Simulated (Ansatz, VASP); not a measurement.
One calculation of ZrC, two programs

```xyz
4
Lattice="3.3610 0.0225 -0.0298 -1.6610 2.8996 0.0295 -0.0464 0.0264 5.3328" Properties=species:S:1:pos:R:3 pbc="T T T"
Zr   -0.0017    1.9742    1.3220
Zr    1.7369    0.9856    3.9680
C     0.0837    0.0521   -0.0044
C     0.0318    0.0264    2.6173
```

Change from the starting cell: all atoms moved at random (sigma 0.04 Å), cell strained at random (1 %).

Alike in both runs: task single point; functional PBE; k mesh 10 × 10 × 6; occupations gaussian, width 0.1 eV; no spin polarisation.

|  | VASP | Ansatz |
| --- | --- | --- |
| version | VASP 6.6.1 | Ansatz 0.2.0 |
| potentials or method | VASP PAW PBE potentials, release 64 (Zr_sv, C), cutoff 520 eV | scalar-relativistic, plane waves, PAW |
| valence electrons in the cell | 32 | 32 |

VASP gave:

| Quantity | Value |
| --- | --- |
| gap on the k mesh at the Fermi level (eV) | none |
| pressure (GPa) | 1.0 |
| traceless stress, the component that is largest in VASP (GPa) | 2.95 |
| rms of the force components (eV/Å) | 0.446 |

Which values does Ansatz return?

gap on the k mesh at the Fermi level (eV): none; pressure (GPa): 0.8; traceless stress, the component that is largest in VASP (GPa): 2.94; rms of the force components (eV/Å): 0.444.

Atom by atom the forces differ by 0.002 eV/Å (rms over components). A gap of «none» marks a metal or a gap that the smearing closes. With one functional, cell and mesh, what is left measures potentials, basis and numerics.
